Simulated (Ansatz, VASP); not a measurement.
# KTaO3 in VASP and in Ansatz

Contents of INCAR:

```
SYSTEM = KTaO3
PREC     = Accurate       ! precision mode
ENCUT    = 520            ! plane-wave cutoff, eV
EDIFF    = 1E-7           ! SCF threshold, eV
ISMEAR   = -1             ! smearing method
SIGMA    = 0.05           ! smearing width, eV
LREAL    = .False.        ! projectors in reciprocal space
LASPH    = .True.         ! aspherical terms in the spheres
NELM     = 80             ! most SCF steps
ALGO     = Normal         ! electronic algorithm
ISIF     = 2              ! what is computed and relaxed
LWAVE    = .False.        ! write WAVECAR
LCHARG   = .True.         ! write CHGCAR
GGA      = PS             ! functional
LELF     = .True.         ! ELF
LVHAR    = .True.       
NBANDS   = 27             ! bands
```

Contents of KPOINTS:

```
Automatic mesh
0
Gamma
  7 7 7
  0 0 0
```

Contents of POSCAR:

```
KTaO3
1.0
    3.9883000000      0.0000000000      0.0000000000
    0.0000000000      3.9883000000      0.0000000000
    0.0000000000      0.0000000000      3.9883000000
Ta K O
1 1 3
Direct
   -0.0087940000      0.0063740000     -0.0131730000
    0.5086730000      0.4977750000      0.5225520000
   -0.0034950000      0.0010270000      0.4899110000
    0.0004730000      0.5042430000      0.0017690000
    0.4954080000      0.0073200000     -0.0041280000
```

The input input.yaml:

```yaml
crystal:
  lattice:
    - [3.9883, 0.0, 0.0]
    - [0.0, 3.9883, 0.0]
    - [0.0, 0.0, 3.9883]
  atoms:
    - { symbol: Ta, position: [-0.008794, 0.006374, -0.013173] }
    - { symbol: K, position: [0.508673, 0.497775, 0.522552] }
    - { symbol: O, position: [-0.003495, 0.001027, 0.489911] }
    - { symbol: O, position: [0.000473, 0.504243, 0.001769] }
    - { symbol: O, position: [0.495408, 0.00732, -0.004128] }
kpoints:
  mp_grid: { grid: [7, 7, 7] }
scf:
  occupations: { method: fermi_dirac, width: 0.05 }
hamiltonian:
  xc: pbesol
  pseudopotentials: { kind: all_electron, lapw: { basis_error: 0.001 } }
output:
  forces: true
  stress: true
  eigenvalues: true
  populations: true
```

Change from the starting cell: atoms moved at random, drawn with an rms of 0.05 Å.

Alike in both runs: task single point; functional PBEsol; k mesh 7 × 7 × 7; occupations fermi-dirac, width 0.05 eV; no spin polarisation.

```csv
,VASP,Ansatz
version,VASP 6.6.1,Ansatz 0.2.0
potentials or method,"VASP PAW PBE potentials, release 64 (Ta_pv, K_sv, O), cutoff 520 eV","all-electron LAPW, scalar-relativistic"
```

Ansatz gave:

- gap on the k mesh at the Fermi level (eV): 2.20
- least direct gap on the mesh (eV): 2.75
- pressure (GPa): -0.3
- traceless stress, the component that is largest in VASP (GPa): 0.23
- rms of the force components (eV/Å): 0.220

Problem. What did VASP give for the same quantities?

Solution. gap on the k mesh at the Fermi level (eV): 2.15; least direct gap on the mesh (eV): 2.72; pressure (GPa): 0.5; traceless stress, the component that is largest in VASP (GPa): 0.23; rms of the force components (eV/Å): 0.221.

VASP's potentials were made for PBE, not for PBEsol. Atom by atom the forces differ by 0.009 eV/Å (rms over components). Ansatz ran all-electron here, and VASP with PAW potentials.

Spin-orbit coupling is off throughout.
